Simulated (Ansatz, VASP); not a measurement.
**Lu2AlGe2 in VASP and in Ansatz**

INCAR

```
SYSTEM = Lu2AlGe2
PREC     = Accurate       ! precision mode
ENCUT    = 520            ! plane-wave cutoff, eV
EDIFF    = 1E-6           ! SCF threshold, eV
ISMEAR   = -1             ! smearing method
SIGMA    = 0.1            ! smearing width, eV
LREAL    = .FALSE.        ! projectors in reciprocal space
LASPH    = .TRUE.         ! aspherical terms in the spheres
NELM     = 80             ! most SCF steps
ALGO     = Normal         ! electronic algorithm
ISIF     = 2              ! what is computed and relaxed
LWAVE    = .FALSE.        ! write WAVECAR
LCHARG   = .TRUE.         ! write CHGCAR
GGA      = PE             ! functional
LELF     = .TRUE.         ! ELF
LVHAR    = .TRUE.       
NBANDS   = 48             ! bands
```

The input KPOINTS:

```
Automatic mesh
0
G
  8 8 8
  0 0 0
```

File POSCAR:

```
Lu2AlGe2
1.0
    0.0000000000      0.0000000000      4.0257710000
    4.2340530000     -2.8485270000      2.0128860000
    4.2340530000      2.8485270000     -2.0128860000
Lu Ge Al
2 2 1
Direct
    0.5000000000      0.7111300000      0.7111300000
    0.5000000000      0.2888700000      0.2888700000
    0.7893000000      0.7107000000      0.2893000000
    0.2107000000      0.2893000000      0.7107000000
    0.0000000000      0.0000000000      0.0000000000
```

Input for Ansatz:

```yaml
crystal:
  lattice:
    - [0.0, 0.0, 4.025771]
    - [4.234053, -2.848527, 2.012886]
    - [4.234053, 2.848527, -2.012886]
  atoms:
    - { symbol: Lu, position: [0.5, 0.71113, 0.71113] }
    - { symbol: Lu, position: [0.5, 0.28887, 0.28887] }
    - { symbol: Ge, position: [0.7893, 0.7107, 0.2893] }
    - { symbol: Ge, position: [0.2107, 0.2893, 0.7107] }
    - { symbol: Al, position: [0.0, 0.0, 0.0] }
  symmetry: { tolerance: 0.0003 }
kpoints:
  mp_grid: { grid: [8, 8, 8], shift: [0, 0, 0] }
  band_path:
    path:
      - [0.0, 0.0, 0.0]
      - [0.0, -0.5, -0.5]
      - [-0.38699554, -0.69349777, -0.30650223]
      - [-0.61300446, -0.30650223, 0.30650223]
      - [0.0, 0.0, 0.0]
      - [0.0, 0.36315353, -0.36315353]
      - [0.0, -0.36315353, -0.63684647]
      - [0.0, -0.5, -0.5]
      - [0.0, 0.0, 0.0]
      - [-0.5, -0.5, 0.0]
      - [-0.5, -0.25, -0.25]
    npoints: 6
magnetization:
  spin_polarized: false
scf:
  occupations: { method: fermi_dirac }
  lower_state_search: "off"
  max_iter: 200
hamiltonian:
  pseudopotentials: { kind: paw }
  xc: pbe
basis:
  ecutwfc: 420
  fft_grid_basis: typed
output:
  forces: true
  stress: true
  eigenvalues: true
  bader: true
  populations: true
  elf: true
  write_potential: true
  volumetric_format: npy
  dos:
    e_range: [-12, 8]
    de: 0.05
    projected: { site_lists: { Al: [Al], Ge: [Ge], Lu: [Lu] } }
checkpoint:
  read: saved_state
```

Alike in both runs: task single point; functional PBE; k mesh 8 × 8 × 8; no spin polarisation.

|  | VASP | Ansatz |
| --- | --- | --- |
| version | VASP 6.6.1 | Ansatz 0.2.0 |
| potentials or method | VASP PAW PBE potentials, release 64 (Lu, Ge_d, Al), cutoff 520 eV | PAW plane waves |
| occupations | fermi-dirac, width 0.1 eV | fermi-dirac |
| valence electrons in the cell | 81 | 81 |

```tsv
	VASP	Ansatz	Ansatz less VASP
pressure (GPa)	4.4	4.1	-0.27
traceless stress, the component that is largest in VASP (GPa)	2.95	3.00	+0.050
rms of the force components (eV/Å)	0.309	0.307	-0.0023
```

Atom by atom the forces differ by 0.003 eV/Å (rms over components).

Neither program's run includes spin-orbit coupling.
